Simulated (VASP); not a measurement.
# SiC (Cm) in VASP: a series of runs

Runs on SiC. Level: PBE. Tasks: single point.

Program: VASP 6.6.1. These are calculated values, not measurements. Logs are shortened: lines on timing, memory, paths and dates and some standing lists are left out, and cuts for length are marked.

### Step 1. The cell of the first run

It takes space group Cm (No. 8, monoclinic). The conventional cell has a = 5.364 Å, b = 3.097 Å, c = 15.198 Å, α = 90.00°, β = 93.37°, γ = 90.00°. Within 2.5 Å of Si (site symmetry m) lie 4 C at 1.90 Å. Within 2.5 Å of Si (site symmetry m) lie 4 C at 1.90 Å. Si (site symmetry m) has 4 C at 1.90 Å within 2.5 Å. Si (site symmetry m) has 4 C at 1.90 Å within 2.5 Å. Within 2.5 Å of Si (site symmetry m) lie 4 C at 1.90 Å. Si (site symmetry m) has 4 C at 1.90 to 2.10 Å within 2.5 Å. C (site symmetry m) has 4 Si at 1.90 Å within 2.5 Å. C (site symmetry m) has 4 Si at 1.90 Å within 2.5 Å.

### Step 2. Single point, PBE

INCAR reads:

```
PREC = Accurate
ENCUT = 520
EDIFF = 1E-7
ISMEAR = 0
SIGMA = 0.05
LREAL = F
LASPH = T
NELM = 80
ALGO = Normal
ISIF = 2
LWAVE = F
LCHARG = F
GGA = PE
NBANDS = 36
```

KPOINTS reads:

```
Automatic mesh
0
Gamma
  10 10 2
```

POSCAR reads:

```
SiC
1.0
    2.1898640950     -2.1898640950      0.0000000000
    2.1898640950      0.0000000000     -2.1898640950
    9.4895570692      8.3944060353      8.3944060353
Si C
6 6
Direct
    0.9340201400     -0.0659798600      0.3958000000
    0.2951368067      0.2951368067      0.2291333333
    0.5729034733      0.5729034733      0.5624666667
    0.8506701400      0.8506701400      0.8958000000
    0.2117868067      0.2117868067      0.7291333333
    0.6562534733      0.6562534733      0.0624666667
    0.5937409733      0.5937409733      0.4374666667
   -0.0451423600     -0.0451423600      0.2708000000
    0.2326243067      0.2326243067      0.6041333333
    0.5103909733      0.5103909733      0.9374666667
   -0.1284923600     -0.1284923600      0.7708000000
    0.3159743067      0.3159743067      0.1041333333
```

Potentials or basis: VASP PAW PBE potentials, release 64 (Si, C).

The run is started by

```console
> cat potpaw_PBE.64/Si/POTCAR potpaw_PBE.64/C/POTCAR > POTCAR
> mpirun -np 1 vasp_std > vasp.out
```

OUTCAR:

```text
PREC = Accurate
   ENCUT = 520
   EDIFF = 1E-7
   ISMEAR = 0
   LREAL = F
   LASPH = T
   NELM = 80
   ISIF = 2
   GGA = PE

 ion  position               nearest neighbor table
   1  0.934  0.934  0.396-   8 1.90   7 1.90   7 1.90   7 1.90   3 3.10   3 3.10   2 3.10   2 3.10
                             3 3.10   2 3.10
   2  0.295  0.295  0.229-  12 1.90   8 1.90   8 1.90   8 1.90   6 3.10   6 3.10   6 3.10   1 3.10
                             1 3.10   1 3.10
   3  0.573  0.573  0.562-   9 1.90   9 1.90   9 1.90   7 1.90   5 3.10   5 3.10   5 3.10   1 3.10
                             1 3.10   1 3.10
   4  0.851  0.851  0.896-  11 1.90  10 1.90  10 1.90  10 1.90   6 2.68   5 3.10   5 3.10   5 3.10

   5  0.212  0.212  0.729-   9 1.90  11 1.90  11 1.90  11 1.90   3 3.10   3 3.10   3 3.10   4 3.10
                             4 3.10   4 3.10
   6  0.656  0.656  0.062-  12 1.90  12 1.90  12 1.90  10 2.10   4 2.68   2 3.10   2 3.10   2 3.10

   7  0.594  0.594  0.437-   3 1.90   1 1.90   1 1.90   1 1.90
   8  0.955  0.955  0.271-   1 1.90   2 1.90   2 1.90   2 1.90
   9  0.233  0.233  0.604-   3 1.90   3 1.90   3 1.90   5 1.90
  10  0.510  0.510  0.937-   4 1.90   4 1.90   4 1.90   6 2.10
  11  0.872  0.872  0.771-   4 1.90   5 1.90   5 1.90   5 1.90
  12  0.316  0.316  0.104-   6 1.90   6 1.90   6 1.90   2 1.90

  LATTYP: Found a base centered monoclinic cell.
 ALAT       =     5.3640496388
 B/A-ratio  =     0.5773502692
 C/A-ratio  =     2.8333352943
 COS(beta)  =    -0.0588352534

  Lattice vectors:

 A1 = (  -2.1898640950,   2.1898640950,   0.0000000000)
 A2 = (  -2.1898640950,   0.0000000000,   2.1898640950)
 A3 = (   9.4895570692,   8.3944060353,   8.3944060353)

Analysis of symmetry for initial positions (statically):
=====================================================================
 Subroutine PRICEL returns:
 Original cell was already a primitive cell.

 Routine SETGRP: Setting up the symmetry group for a
 base centered monoclinic supercell.

 Subroutine GETGRP returns: Found  2 space group operations
 (whereof  2 operations were pure point group operations)
 out of a pool of  4 trial point group operations.

The static configuration has the point symmetry C_1h.

Analysis of symmetry for dynamics (positions and initial velocities):
=====================================================================
 Subroutine PRICEL returns:
 Original cell was already a primitive cell.

 Routine SETGRP: Setting up the symmetry group for a
 base centered monoclinic supercell.

 Subroutine GETGRP returns: Found  2 space group operations
 (whereof  2 operations were pure point group operations)
 out of a pool of  4 trial point group operations.

The dynamic configuration has the point symmetry C_1h.

 Subroutine INISYM returns: Found  2 space group operations
 (whereof  2 operations are pure point group operations),
 and found     1 'primitive' translations

----------------------------------------------------------------------------------------

                                     Primitive cell

  volume of cell :     126.0180

  direct lattice vectors                    reciprocal lattice vectors
     2.189864095 -2.189864095  0.000000000     0.145872827 -0.310776516  0.145872827
     2.189864095  0.000000000 -2.189864095     0.145872827  0.145872827 -0.310776516
     9.489557069  8.394406035  8.394406035     0.038054112  0.038054112  0.038054112

  length of vectors
     3.096935503  3.096935503 15.198151162     0.373014485  0.373014485  0.065911655

  position of ions in fractional coordinates (direct lattice)
     0.934020140  0.934020140  0.395800000
     0.295136807  0.295136807  0.229133333
     0.572903473  0.572903473  0.562466667
     0.850670140  0.850670140  0.895800000
     0.211786807  0.211786807  0.729133333
     0.656253473  0.656253473  0.062466667
     0.593740973  0.593740973  0.437466667
     0.954857640  0.954857640  0.270800000
     0.232624307  0.232624307  0.604133333
     0.510390973  0.510390973  0.937466667
     0.871507640  0.871507640  0.770800000
     0.315974307  0.315974307  0.104133333

  ion indices of the primitive-cell ions
   primitive index   ion index
                 1           1
                 2           2
                 3           3
                 4           4
                 5           5
                 6           6
                 7           7
                 8           8
                 9           9
                10          10
                11          11
                12          12

----------------------------------------------------------------------------------------

 KPOINTS: Automatic mesh

Automatic generation of k-mesh.
 Grid dimensions read from file:
 generate k-points for:   10   10    2

 Generating k-lattice:

  Cartesian coordinates                     Fractional coordinates (reciprocal lattice)
     0.014587283 -0.031077652  0.014587283     0.100000000  0.000000000  0.000000000
     0.014587283  0.014587283 -0.031077652     0.000000000  0.100000000  0.000000000
     0.019027056  0.019027056  0.019027056     0.000000000  0.000000000  0.500000000

  Length of vectors
     0.037301449  0.037301449  0.032955828

  Shift w.r.t. Gamma in fractional coordinates (k-lattice)
     0.000000000  0.000000000  0.000000000

 Subroutine IBZKPT returns following result:
 ===========================================

 Found     62 irreducible k-points:

 Following reciprocal coordinates:
            Coordinates               Weight
  0.000000  0.000000  0.000000      1.000000
  0.100000  0.000000  0.000000      4.000000
  0.200000  0.000000  0.000000      4.000000
  0.300000  0.000000  0.000000      4.000000
  0.400000  0.000000  0.000000      4.000000
  0.500000  0.000000  0.000000      2.000000
[... 16 lines left out ...]
  0.300000  0.300000  0.000000      2.000000
  0.400000  0.300000 -0.000000      4.000000
 [... further k-points ...]
   k-points           NKPTS =     62   k-points in BZ     NKDIM =     62   number of bands    NBANDS=     36
   number of dos      NEDOS =    301   number of ions     NIONS =     12
   total plane-waves  NPLWV =  69120
   dimension x,y,z NGX =    24 NGY =   24 NGZ =  120
   dimension x,y,z NGXF=    48 NGYF=   48 NGZF=  240
   ions per type =               6   6
   NGX,Y,Z   is equivalent  to a cutoff of  12.88, 12.88, 13.13 a.u.
   NGXF,Y,Z  is equivalent  to a cutoff of  25.77, 25.77, 26.25 a.u.
 SYSTEM =  unknown system
   PREC   = accura    normal or accurate (medium, high low for compatibility)
   ISTART =      0    job   : 0-new  1-cont  2-samecut
   ICHARG =      2    charge: 1-file 2-atom 10-const
   ISPIN  =      1    spin polarized calculation?
   LNONCOLLINEAR =      F non collinear calculations
   LSORBIT =      F    spin-orbit coupling
   LASPH  =      T    aspherical Exc in radial PAW
   ENCUT  =  520.0 eV  38.22 Ry    6.18 a.u.   5.76  5.76 28.26*2*pi/ulx,y,z
   NELM   =     80;   NELMIN=  2; NELMDL= -5     # of ELM steps
   EDIFF  = 0.1E-06   stopping-criterion for ELM
   LREAL  =      F    real-space projection
   EDIFFG = 0.1E-05   stopping-criterion for IOM
   NSW    =      0    number of steps for IOM
   IBRION =     -1    ionic relax: 0-MD 1-quasi-New 2-CG
   NFREE  =      0    steps in history (QN), initial steepest desc. (CG)
   ISIF   =      2    stress and relaxation
   ISYM   =      2    0-nonsym 1-usesym 2-fastsym
   POTIM  = 0.5000    time-step for ionic-motion
   TEBEG  =    0.0;   TEEND  =   0.0 temperature during run
   PSTRESS=    0.0 pullay stress
   NELECT =      48.0000    total number of electrons
   NUPDOWN=      -1.0000    fix difference up-down
   EMIN   =  10.00;   EMAX   =-10.00  energy-range for DOS
   EFERMI =   0.00;   METHOD = LEGACY
   ISMEAR =     0;   SIGMA  =   0.05  broadening in eV -4-tet -1-fermi 0-gaus
   EFERMI_NEDOS =   21; number of points for ismear=-14 and -15
   IALGO  =     38    algorithm
   IMIX   =      4    mixing-type and parameters
     AMIX     =   0.40;   BMIX     =  1.00
     AMIX_MAG =   1.60;   BMIX_MAG =  1.00
  volume/ion in A,a.u.               =      10.50        70.87
  Fermi-wavevector in a.u.,A,eV,Ry     =   1.186709  2.242555 19.160797  1.408279
  Thomas-Fermi vector in A             =   2.322876
   LORBIT       =      0    0 simple, 1 ext, 2 COOP (PROOUT), +10 PAW based schemes
   GGA     = PE    functional components
   LHFCALC =     F    Hartree Fock is set to
   AEXX    =    0.0000 exact exchange contribution
   IVDW    =     0    specifies the selected vdW correction
   LEPSILON=     F    determine dielectric tensor
   LRPA    =     F    only Hartree local field effects (RPA)
 non-spin polarized calculation
 Gauss-broadening in eV      SIGMA  =   0.05
  energy-cutoff  :      520.00
  volume of cell :      126.02
 maximum number of plane-waves:      3422
   NGX = 11   NGY = 11   NGZ = 57

 number of electron      48.0000002 magnetization

 Free energy of the ion-electron system (eV)
  ---------------------------------------------------
  ext. energy  EPLUGINS =         0.00000000
  ---------------------------------------------------
  free energy    TOTEN  =       -89.08642223 eV

  energy without entropy =      -89.08642223  energy(sigma->0) =      -89.08642223

 E-fermi :   8.6366     XC(G=0): -11.3075

 val. band max:        8.3952747328   @ k =   0.0000   0.0000   0.0000
 cond. band min:       9.0850196595   @ k =   0.5000   0.0000   0.0000
 fundamental gap:      0.6897449266
 Fermi energy:         8.6365776467

 k-point     1 :       0.0000    0.0000    0.0000
  band No.  band energies     occupation
      1      -7.3576      2.00000
      2      -6.8321      2.00000
      3      -6.7626      2.00000
      4      -5.3262      2.00000
      5      -5.2590      2.00000
      6      -3.8137      2.00000
[... 28 lines left out ...]
     35      15.3381      0.00000
     36      15.4106      0.00000
[... 866 lines left out ...]
      6      -2.3478      2.00000
[... 28 lines left out ...]
     35      15.3830      0.00000
     36      15.8753      0.00000

 [... further k-points ...]
[... 5 lines left out ...]
  --------------------------------------------------------------------------------------
  -------------------------------------------------------------------------------------
  Total       -7.0832531      3.1554696      3.1554696     -0.3652331      4.3126394     -0.3652333
  in kB      -90.0555754     40.1182378     40.1182378     -4.6435265     54.8303472     -4.6435298
  external PRESSURE =      -3.2730332 kB  Pullay stress =       0.0000000 kB

 VOLUME and BASIS-vectors are now :
 -----------------------------------------------------------------------------
  energy-cutoff  :      520.00
  volume of cell :      126.02
      direct lattice vectors                 reciprocal lattice vectors
     2.189864095 -2.189864095  0.000000000     0.145872827 -0.310776516  0.145872827
     2.189864095  0.000000000 -2.189864095     0.145872827  0.145872827 -0.310776516
     9.489557069  8.394406035  8.394406035     0.038054112  0.038054112  0.038054112

 POSITION                                       TOTAL-FORCE (eV/Angst)
 -----------------------------------------------------------------------------------
      7.84672      1.27713      1.27713         0.016642      0.055853      0.055853
      3.46699      1.27713      1.27713        -0.065052      0.235904      0.235904
      7.84672      3.46699      3.46699         0.033559      0.045748      0.045748
     12.22645      5.65686      5.65686        -0.054626     -0.274833     -0.274833
      7.84672      5.65686      5.65686         0.013806      0.060525      0.060525
      3.46699     -0.91274     -0.91274        -1.727361      0.599920      0.599920
      6.75179      2.37206      2.37206        -0.039172     -0.041932     -0.041932
      6.75179      0.18220      0.18220        -0.051965     -0.018872     -0.018872
      6.75179      4.56192      4.56192        -0.013452     -0.059934     -0.059934
     11.13152      6.75179      6.75179         1.803190     -0.857688     -0.857688
     11.13152      4.56192      4.56192         0.134901     -0.185059     -0.185059
      2.37206      0.18220      0.18220        -0.050472      0.440369      0.440369
 -----------------------------------------------------------------------------------
    total drift:                                0.000270     -0.000290     -0.000290

  FREE ENERGIE OF THE ION-ELECTRON SYSTEM (eV)
  ---------------------------------------------------
  free  energy   TOTEN  =       -89.0864222336 eV

  energy  without entropy=      -89.0864222336  energy(sigma->0) =      -89.08642223
```

It took 2.3 min on 1 thread of Intel Xeon 6975P-C (Granite Rapids), shared host; peak memory 0.37 GiB.

What came out:

```yaml
Free_energy: -89.0864 eV
Pressure: -0.3 GPa
Largest_force: 2.173 eV/Å
Band_gap_on_the_k_mesh: 0.69 eV, indirect (least direct gap 1.40 eV)
```

Forces in eV/Å, atoms in the order of the input:
```
Si   0.017  0.056  0.056
Si  -0.065  0.236  0.236
Si   0.034  0.046  0.046
Si  -0.055 -0.275 -0.275
Si   0.014  0.061  0.061
Si  -1.727  0.600  0.600
C   -0.039 -0.042 -0.042
C   -0.052 -0.019 -0.019
C   -0.013 -0.060 -0.060
C    1.803 -0.858 -0.858
C    0.135 -0.185 -0.185
C   -0.050  0.440  0.440
```

Levels at points of the mesh, in eV from the valence-band top:
```
           k point  band 21  band 22  band 23  band 24  band 25  band 26  band 27  band 28
(0.00, 0.00, 0.00)    -0.62    -0.49    -0.43     0.00     4.23     4.89     5.13     5.31
(0.50, 0.00, 0.00)    -2.37    -2.05    -1.63    -0.71     0.69     2.12     2.23     3.56
(0.50, 0.50, 0.00)    -2.24    -2.14    -1.69    -1.48     1.05     1.99     2.30     3.35
(0.00, 0.00, 0.50)    -0.68    -0.51    -0.42    -0.28     4.25     4.90     5.09     5.43
(0.50, 0.00, 0.50)    -2.12    -1.96    -1.63    -0.90     1.08     1.38     2.87     3.22
(0.50, 0.50, 0.50)    -2.36    -2.02    -1.77    -1.62     1.41     1.49     2.70     3.19
```

Caveat: forces of over 1 eV/Å act on the atoms, so gaps and moduli don't describe the material at rest. As with any semilocal functional, this PBE gap is likely too small.

### Step 3. Single point, PBE

INCAR: that of step 2 with these lines changed.

```diff
@@ -7,3 +7,3 @@
 LASPH = T
-NELM = 80
+NELM = 100
 ALGO = Normal
```

KPOINTS reads:

```
regular mesh
0
Gamma
  10 10 2
```

POSCAR reads:

```
SiC
1.0
    2.1898640950     -2.1898640950      0.0000000000
    2.1898640950      0.0000000000     -2.1898640950
   10.9493204749      7.6645243324      7.6645243324
Si C
6 6
Direct
    0.8021000000     -0.1979000000      0.3958000000
    0.2187666667      0.2187666667      0.2291333333
    0.3854333333      0.3854333333      0.5624666667
    0.5521000000      0.5521000000      0.8958000000
   -0.0312333333     -0.0312333333      0.7291333333
    0.6354333333      0.6354333333      0.0624666667
    0.4479333333      0.4479333333      0.4374666667
   -0.1354000000     -0.1354000000      0.2708000000
    0.0312666667      0.0312666667      0.6041333333
    0.1979333333      0.1979333333      0.9374666667
   -0.3854000000     -0.3854000000      0.7708000000
    0.2812666667      0.2812666667      0.1041333333
```

Potentials or basis: VASP PAW PBE potentials, release 64 (Si, C).

The run is started by

```console
> cat potpaw_PBE.64/Si/POTCAR potpaw_PBE.64/C/POTCAR > POTCAR
> mpirun -np 1 vasp_std > vasp.out
```

Run time: 2.2 min. Hardware: 1 thread of Intel Xeon 6975P-C (Granite Rapids), shared host; peak memory 0.36 GiB.

The run converged. Its results:

```
Free energy            : -88.3771 eV
Pressure               : -1.3 GPa
Largest force          : 0.924 eV/Å
Band gap on the k mesh : 1.00 eV, indirect (least direct gap 1.80 eV)
```

Forces on the atoms (eV/Å):
```
Si   0.056  0.045  0.045
Si   0.398  0.067  0.067
Si   0.048  0.043  0.043
Si  -0.399  0.105  0.105
Si   0.049  0.048  0.048
Si  -0.328 -0.202 -0.202
C   -0.043 -0.048 -0.048
C   -0.047 -0.028 -0.028
C   -0.053 -0.047 -0.047
C   -0.488  0.103  0.103
C   -0.119 -0.094 -0.094
C    0.924  0.007  0.007
```

Stress tensor (GPa, compression positive):
```
 4.73  2.11  2.11
 2.11 -4.28  2.13
 2.11  2.13 -4.28
```

Levels at points of the mesh, in eV from the valence-band top:
| k point | band 21 | band 22 | band 23 | band 24 | band 25 | band 26 | band 27 | band 28 |
| --- | --- | --- | --- | --- | --- | --- | --- | --- |
| (0.00, 0.00, 0.00) | -0.55 | -0.40 | -0.34 | 0.00 | 4.34 | 4.99 | 5.23 | 5.43 |
| (0.50, 0.00, 0.00) | -2.19 | -1.99 | -1.53 | -1.04 | 1.14 | 1.93 | 2.11 | 3.26 |
| (0.50, 0.50, 0.00) | -2.10 | -1.95 | -1.43 | -1.35 | 1.38 | 1.61 | 2.17 | 3.64 |
| (0.00, 0.00, 0.50) | -0.67 | -0.46 | -0.36 | -0.29 | 4.40 | 5.00 | 5.18 | 5.54 |
| (0.50, 0.00, 0.50) | -2.00 | -1.80 | -1.54 | -0.96 | 1.22 | 1.39 | 2.73 | 2.86 |
| (0.50, 0.50, 0.50) | -2.67 | -1.72 | -1.56 | -1.04 | 1.07 | 1.72 | 2.64 | 2.95 |

A k mesh can miss the band edges. A hybrid or GW would open this gap; PBE tends to underestimate it.
